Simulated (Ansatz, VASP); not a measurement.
## Two plane-wave programs on TiO2

```
Ti O
1.0
     0.00000    2.39683    2.39683
     2.39683    0.00000    2.39683
     2.39683    2.39683    0.00000
Ti O
1 2
Direct
  0.00000 0.00000 0.00000
  0.25000 0.25000 0.25000
  0.75000 0.75000 0.75000
```

Alike in both runs: task single point; functional r2SCAN; k mesh 3 × 3 × 3; no spin polarisation.

```csv
,VASP,Ansatz
version,VASP 6.6.1,Ansatz 0.2.0
potentials or method,"VASP PAW PBE potentials, release 64 (Ti_sv, O_h)",plane waves
plane-wave cutoff (eV),1480,500
occupations,"gaussian, width 0.01 eV",fixed
valence electrons in the cell,24,24
```

Ansatz gave:

| Item | Value |
| --- | --- |
| gap on the k mesh at the Fermi level (eV) | 2.42 |
| pressure (GPa) | 0.0 |

Estimate VASP's values.

gap on the k mesh at the Fermi level (eV): 2.46; pressure (GPa): 1.4.

VASP's potentials were made for PBE, not for r2SCAN.

The k mesh is coarse, so the values compare programs but aren't converged.
